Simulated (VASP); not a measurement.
Input of a VASP 6.6.1 run:

The input INCAR:

```
SYSTEM = VN2
PREC     = Accurate       ! precision mode
ENCUT    = 520            ! plane-wave cutoff, eV
EDIFF    = 1E-6           ! SCF threshold, eV
ISMEAR   = 0              ! smearing method
SIGMA    = 0.15           ! smearing width, eV
LREAL    = .FALSE.        ! projectors in reciprocal space
LASPH    = .TRUE.         ! aspherical terms in the spheres
NELM     = 100            ! most SCF steps
ALGO     = Fast           ! electronic algorithm
ISIF     = 2              ! what is computed and relaxed
LWAVE    = .FALSE.        ! write WAVECAR
LCHARG   = .TRUE.         ! write CHGCAR
GGA      = PE             ! functional
LELF     = .TRUE.         ! ELF
LVHAR    = .TRUE.       
NBANDS   = 32             ! bands
```

Contents of KPOINTS:

```
regular mesh
0
G
  16 16 16
  0 0 0
```

Contents of POSCAR:

```
VN2
1.0
   -2.1533489894      2.1533489894      2.5463471024
    2.1533489894     -2.1533489894      2.5463471024
    2.1533489894      2.1533489894     -2.5463471024
V N
2 4
Direct
    0.2500000000      0.2500000000      0.0000000000
    0.7500000000      0.7500000000      0.0000000000
    0.1135731475      0.6135731475      0.7271462950
    0.6135731475      0.8864268525      0.5000000000
    0.8864268525      0.3864268525      0.2728537050
    0.3864268525      0.1135731475      0.5000000000
```

Potentials or basis: VASP PAW PBE potentials, release 64 (V_sv, N).

Run with:

```console
$ cat potpaw_PBE.64/V_sv/POTCAR potpaw_PBE.64/N/POTCAR > POTCAR
$ mpirun -np 1 vasp_std > vasp.out
```

Task: What does it give for the largest force?

Result: 0.069 eV/Å.

Task: Predict the pressure.

Result: -6.0 GPa.

Forces on the atoms (eV/Å):
```
V    0.000  0.000  0.000
V    0.000  0.000  0.000
N   -0.049 -0.049  0.000
N    0.049 -0.049  0.000
N    0.049  0.049  0.000
N   -0.049  0.049  0.000
```

Caveat: the cell differs from its parent crystal (strain +0.000 along x and y, +0.025 along z); the stress differs along the axes, from -12 to -3 GPa; the run has no spin polarisation, though such a crystal can be magnetic.
